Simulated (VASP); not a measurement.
# SiC (P6_3mc) in VASP: notebook, part 2 of 2

VASP 6.6.1. Earlier steps stand in the parts before.

### Step 4. Relaxation of cell and atoms, r2SCANh

This run uses another cell than the first one, of 10.34 Å³/atom.

POSCAR

```
SiC
1.0
    3.0760000000      0.0000000000      0.0000000000
   -1.5380000000      2.6638941420      0.0000000000
    0.0000000000      0.0000000000      5.0480000000
Si C
2 2
Direct
    0.6666666667      0.3333333333      0.5000000000
    0.3333333333      0.6666666667      0.0000000000
    0.6666666667      0.3333333333      0.8850000000
    0.3333333333      0.6666666667      0.3850000000
```

INCAR.step1

```
  PREC = Accurate
  ENCUT = 600
  EDIFF = 1E-5
  ISMEAR = -1
  SIGMA = 0.05
  LREAL = F
  LASPH = T
  NELM = 100
  ALGO = Normal
  LWAVE = T
  LCHARG = F
  GGA = PE
  NBANDS = 16
```

INCAR.step2

```
  PREC = Accurate
  ENCUT = 600
  EDIFF = 1E-6
  ISMEAR = -1
  SIGMA = 0.05
  LREAL = F
  LASPH = T
  NELM = 100
  ALGO = Normal
  ISIF = 3
  LWAVE = F
  LCHARG = F
  METAGGA = R2SCAN
  LHFCALC = T
  AEXX = 0.1
  LMIXTAU = T
  PRECFOCK = Normal
  IBRION = 2
  NSW = 60
  EDIFFG = -0.01
  ISTART = 1
```

KPOINTS

```
regular mesh
0
Gamma
  5 5 3
```

Launch:

```console
> cat potpaw_PBE.64/Si/POTCAR potpaw_PBE.64/C/POTCAR > POTCAR
> cp INCAR.step1 INCAR
> mpirun -np 1 vasp_std > vasp.out
> cp INCAR.step2 INCAR
> mpirun -np 1 vasp_std > vasp.out
```

It took 23 min on 1 thread of AMD EPYC 9R45 (Zen 5), shared host; peak memory 0.16 GiB.

The run converged. Its results:

| Quantity | Value |
| --- | --- |
| Free energy | -40.4467 eV |
| Relaxed volume | 10.27 Å³/atom |
| Relaxed cell | a = 3.069 Å, b = 3.069 Å, c = 5.034 Å, α = 90.00°, β = 90.00°, γ = 120.00° |
| Space group after relaxing (to 0.1 Å) | P6_3mc (No. 186) |
| Energy gained by relaxing | 9.4 meV/atom |
| Ionic steps | 8 |
| Pressure after relaxing | -0.1 GPa |
| Largest force after relaxing | 0.006 eV/Å |
| Band gap on the k mesh | 3.91 eV (least direct gap 5.28 eV) |

Forces in eV/Å, atoms in the order of the input:
```
Si   0.000  0.000  0.006
Si   0.000  0.000  0.006
C    0.000  0.000 -0.006
C    0.000  0.000 -0.006
```

Step by step:
```tsv
step	energy change (eV)	largest force (eV/Å)	pressure (GPa)	volume (Å³)
1	0.0000	0.7622	-1.57	41.36
2	-0.0034	0.7348	1.84	40.76
3	-0.0353	0.0588	-0.06	41.04
4	-0.0353	0.0430	-0.02	41.03
5	-0.0373	0.0240	0.25	40.99
6	-0.0375	0.0077	0.19	41.00
7	-0.0375	0.0064	0.18	41.00
8	-0.0375	0.0062	-0.15	41.06
```

Final structure:
```
Si C
1.0
     3.06911    0.00000    0.00000
    -1.53455    2.65792    0.00000
     0.00000    0.00000    5.03388
Si C
2 2
Cartesian
  1.5346 0.8860 2.5392
  0.0000 1.7719 0.0223
  1.5346 0.8860 4.4327
  0.0000 1.7719 1.9158
```

Levels at points of the mesh, in eV from the valence-band top:
```tsv
k point	band 6	band 7	band 8	band 9	band 10	band 11
(0.00, 0.00, 0.00)	-0.09	0.00	0.00	6.11	7.59	7.94
```

Caveat: the k points lie up to 0.47 Å⁻¹ apart in the final cell; the PAW data sets were made with another functional, which shifts forces and pressure a little; an odd mesh through Γ misses points on the zone boundary, where band edges can lie.

### Step 5. Single point, PBE-based screened hybrid with 10 % exact exchange

This run uses another cell than the first one, of 10.34 Å³/atom.

POSCAR is that of step 4.

INCAR.step1

```
PREC     = Accurate       # precision mode
ENCUT    = 520            # plane-wave cutoff, eV
EDIFF    = 1E-5           # SCF threshold, eV
ISMEAR   = -1             # smearing method
SIGMA    = 0.05           # smearing width, eV
LREAL    = False          # projectors in reciprocal space
LASPH    = True           # aspherical terms in the spheres
NELM     = 80             # most SCF steps
ALGO     = Normal         # electronic algorithm
ISIF     = 2              # what is computed and relaxed
LWAVE    = True           # write WAVECAR
LCHARG   = False          # write CHGCAR
NBANDS   = 16             # bands
GGA      = PE             # functional
```

INCAR.step2

```
PREC     = Accurate       # precision mode
ENCUT    = 520            # plane-wave cutoff, eV
EDIFF    = 1E-6           # SCF threshold, eV
ISMEAR   = -1             # smearing method
SIGMA    = 0.05           # smearing width, eV
LREAL    = False          # projectors in reciprocal space
LASPH    = True           # aspherical terms in the spheres
NELM     = 80             # most SCF steps
ALGO     = Normal         # electronic algorithm
ISIF     = 2              # what is computed and relaxed
LWAVE    = False          # write WAVECAR
LCHARG   = False          # write CHGCAR
GGA      = PE             # functional
LHFCALC  = True           # exact exchange
AEXX     = 0.1            # exact-exchange fraction
HFSCREEN = 0.2078699      # screening, 1/A
PRECFOCK = Normal       
NBANDS   = 16             # bands
ISTART   = 1
```

KPOINTS

```
regular mesh
0
Gamma
  6 6 3
```

Launch:

```console
> cat potpaw_PBE.64/Si/POTCAR potpaw_PBE.64/C/POTCAR > POTCAR
> cp INCAR.step1 INCAR
> mpirun -np 1 vasp_std > vasp.out
> cp INCAR.step2 INCAR
> mpirun -np 1 vasp_std > vasp.out
```

It took 7.9 min on 1 thread of Intel Xeon Platinum 8488C (Sapphire Rapids), shared host; peak memory 0.25 GiB.

Results (log left out):

| Quantity | Value |
| --- | --- |
| Free energy | -31.9284 eV |
| Pressure | 1.6 GPa |
| Largest force | 0.758 eV/Å |
| Band gap on the k mesh | 2.66 eV (least direct gap 4.51 eV) |

Forces on the atoms (eV/Å):
```
Si   0.000  0.000  0.758
Si   0.000  0.000  0.758
C    0.000  0.000 -0.758
C    0.000  0.000 -0.758
```

Stress tensor (GPa, compression positive):
```
 3.20  0.00  0.00
 0.00  3.20  0.00
 0.00  0.00 -1.59
```

Levels at points of the mesh, in eV from the valence-band top:
| k point | band 5 | band 6 | band 7 | band 8 | band 9 | band 10 | band 11 | band 12 |
| --- | --- | --- | --- | --- | --- | --- | --- | --- |
| (0.00, 0.00, 0.00) | -1.63 | -0.29 | -0.29 | 0.00 | 5.07 | 6.51 | 6.97 | 6.97 |
| (0.50, 0.00, 0.00) | -5.64 | -3.69 | -3.36 | -1.56 | 2.95 | 4.59 | 7.22 | 7.68 |

Caveat: the PAW data sets were made with another functional, which shifts forces and pressure a little; an odd mesh through Γ misses points on the zone boundary, where band edges can lie.

### Step 6. Single point, PBE-based screened hybrid with 15 % exact exchange

This run uses another cell than the first one, of 10.34 Å³/atom.

POSCAR is that of step 5.

INCAR.step1

```
SYSTEM = SiC
  PREC = Accurate
  ENCUT = 520
  EDIFF = 1E-5
  ISMEAR = -1
  SIGMA = 0.05
  LREAL = .FALSE.
  LASPH = .TRUE.
  NELM = 60
  ALGO = Normal
  ISIF = 2
  LWAVE = .TRUE.
  LCHARG = .FALSE.
  NBANDS = 16
  GGA = PE
```

INCAR.step2

```
SYSTEM = SiC
  PREC = Accurate
  ENCUT = 520
  EDIFF = 1E-7
  ISMEAR = -1
  SIGMA = 0.05
  LREAL = .FALSE.
  LASPH = .TRUE.
  NELM = 60
  ALGO = Normal
  ISIF = 2
  LWAVE = .FALSE.
  LCHARG = .FALSE.
  GGA = PE
  LHFCALC = .TRUE.
  AEXX = 0.15
  HFSCREEN = 0.2078699
  PRECFOCK = Normal
  NBANDS = 16
  ISTART = 1
```

KPOINTS

```
regular mesh
0
G
  6 6 3
  0 0 0
```

Potentials or basis: VASP PAW PBE potentials, release 64 (Si, C).

Launch:

```console
> cat potpaw_PBE.64/Si/POTCAR potpaw_PBE.64/C/POTCAR > POTCAR
> cp INCAR.step1 INCAR
> mpirun -np 1 vasp_std > vasp.out
> cp INCAR.step2 INCAR
> mpirun -np 1 vasp_std > vasp.out
```

OUTCAR:

```text
SYSTEM = SiC
   PREC = Accurate
   ENCUT = 520
   EDIFF = 1E-7
   ISMEAR = -1
   LREAL = .FALSE.
   LASPH = .TRUE.
   NELM = 60
   ISIF = 2
   GGA = PE
   LHFCALC = .TRUE.
   AEXX = 0.15
   HFSCREEN = 0.2078699
   PRECFOCK = Normal
   ISTART = 1

 ion  position               nearest neighbor table
   1  0.667  0.333  0.500-   4 1.87   4 1.87   4 1.87   3 1.94   2 3.09   2 3.09   2 3.09   2 3.09
                             2 3.09   2 3.09
   2  0.333  0.667  0.000-   3 1.87   3 1.87   3 1.87   4 1.94   1 3.09   1 3.09   1 3.09   1 3.09
[... 467 lines left out ...]
  Direction    XX          YY          ZZ          XY          YZ          ZX
  --------------------------------------------------------------------------------------
  -------------------------------------------------------------------------------------
  Total        0.5673028      0.5673028     -0.6663594      0.0000000      0.0000000      0.0000000
  in kB       21.9736829     21.9736829    -25.8105043      0.0000000      0.0000000      0.0000000
  external PRESSURE =       6.0456205 kB  Pullay stress =       0.0000000 kB

 VOLUME and BASIS-vectors are now :
 -----------------------------------------------------------------------------
  energy-cutoff  :      520.00
  volume of cell :       41.36
      direct lattice vectors                 reciprocal lattice vectors
     3.076000000  0.000000000  0.000000000     0.325097529  0.187695146  0.000000000
    -1.538000000  2.663894142  0.000000000     0.000000000  0.375390292  0.000000000
     0.000000000  0.000000000  5.048000000     0.000000000  0.000000000  0.198098257

 POSITION                                       TOTAL-FORCE (eV/Angst)
 -----------------------------------------------------------------------------------
      1.53800      0.88796      2.52400        -0.000000      0.000000      0.762716
     -0.00000      1.77593      0.00000         0.000000     -0.000000      0.762716
      1.53800      0.88796      4.46748        -0.000000      0.000000     -0.762716
     -0.00000      1.77593      1.94348         0.000000     -0.000000     -0.762716
 -----------------------------------------------------------------------------------
    total drift:                                0.000000      0.000000     -0.000179

  FREE ENERGIE OF THE ION-ELECTRON SYSTEM (eV)
  ---------------------------------------------------
  free  energy   TOTEN  =       -32.8761245761 eV

  energy  without entropy=      -32.8761245761  energy(sigma->0) =      -32.87612458
```

Run time: 9.4 min. Hardware: 1 thread of Intel Xeon Platinum 8488C (Sapphire Rapids), shared host; peak memory 0.25 GiB.

Results:

```
Free energy            : -32.8761 eV
Pressure               : 0.6 GPa
Largest force          : 0.763 eV/Å
Band gap on the k mesh : 2.83 eV (least direct gap 4.73 eV)
```

Forces on the atoms (eV/Å):
```
Si   0.000  0.000  0.763
Si   0.000  0.000  0.763
C    0.000  0.000 -0.763
C    0.000  0.000 -0.763
```

Stress tensor (GPa, compression positive):
```
 2.20  0.00  0.00
 0.00  2.20  0.00
 0.00  0.00 -2.58
```

Caveat: the PAW data sets were made with another functional, which shifts forces and pressure a little; an odd mesh through Γ misses points on the zone boundary, where band edges can lie.

### Step 7. Overview

```csv
task,level,cell,k mesh,cutoff (eV),share of exact exchange,screening parameter,gap on the mesh (eV),pressure (GPa),largest force (eV/Å)
single point,r2SCANh,"a = 3.071, b = 3.071, c = 5.036 Å, angles 90.0, 90.0, 120.0°, 4 atoms, atomic positions A",5 × 5 × 3,520,0.1,-,3.90,-0.3,-
single point,r2SCANh,"a = 3.076, b = 3.076, c = 5.048 Å, angles 90.0, 90.0, 120.0°, 4 atoms, atomic positions B",6 × 6 × 3,520,0.1,-,3.28,-1.4,0.77
relaxation of cell and atoms,r2SCANh,"relaxed from a = 3.076, b = 3.076, c = 5.048 Å, angles 90.0, 90.0, 120.0°, 4 atoms, atomic positions B",5 × 5 × 3,600,0.1,-,3.91,-0.1,0.01
single point,PBE-based screened hybrid with 10 % exact exchange,"a = 3.076, b = 3.076, c = 5.048 Å, angles 90.0, 90.0, 120.0°, 4 atoms, atomic positions B",6 × 6 × 3,520,0.1,0.20787 1/Å,2.66,1.6,0.76
single point,PBE-based screened hybrid with 15 % exact exchange,"a = 3.076, b = 3.076, c = 5.048 Å, angles 90.0, 90.0, 120.0°, 4 atoms, atomic positions B",6 × 6 × 3,520,0.15,0.20787 1/Å,2.83,0.6,0.76
```

Alike in all rows: potentials or basis VASP PAW PBE potentials, release 64 (Si, C); no spin polarisation; smearing fermi-dirac 0.05 eV.

Caveats: some runs use coarse meshes; the PAW data sets were made with another functional, which shifts forces and pressure a little; an odd mesh through Γ misses points on the zone boundary, where band edges can lie.

Total energies depend on the potentials used, so only differences within one code and one set of settings carry meaning.
